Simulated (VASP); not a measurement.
**Re: single point with r2SCAN**

Crystal: Re.

```xyz
2
Lattice="2.7598 0.0000 0.0000 -1.3799 2.3901 0.0000 0.0000 0.0000 4.4572" Properties=species:S:1:pos:R:3 pbc="T T T"
Re    0.0000    1.5934    1.1143
Re    1.3799    0.7967    3.3429
```

* Program: VASP 6.6.1
* Task: single point
* Functional: r2SCAN
* Potentials or basis: VASP PAW PBE potentials, release 64 (Re)
* Cutoff: 520 eV
* k mesh: 19 × 19 × 10
* Occupations: fermi-dirac, width 0.1 eV
* Spin: no spin polarisation

* Pressure: 0.1 GPa
* Band gap on the k mesh: zero (bands 7 and 8 overlap by 3.14 eV)

Stress tensor (GPa, compression positive):
```
0.05 0.00 0.00
0.00 0.05 0.00
0.00 0.00 0.20
```

Levels at points of the mesh, in eV from the Fermi level:
| k point | band 4 | band 5 | band 6 | band 7 | band 8 | band 9 | band 10 | band 11 |
| --- | --- | --- | --- | --- | --- | --- | --- | --- |
| (0.00, 0.00, 0.00) | -1.62 | -1.62 | -0.76 | -0.76 | 0.22 | 0.22 | 0.55 | 3.53 |
| (0.00, 0.00, 0.50) | -2.51 | -1.76 | -1.76 | -1.76 | -1.76 | 2.67 | 2.67 | 2.67 |

Run time: 2.9 min on 1 thread of Intel(R) Xeon(R) 6975P-C (Granite Rapids) (shared host), peak memory 0.22 GiB.

Caveat: the PAW data sets were made with another functional, which shifts forces and pressure a little; spin-orbit coupling is left out, which moves the levels of the heavy elements.
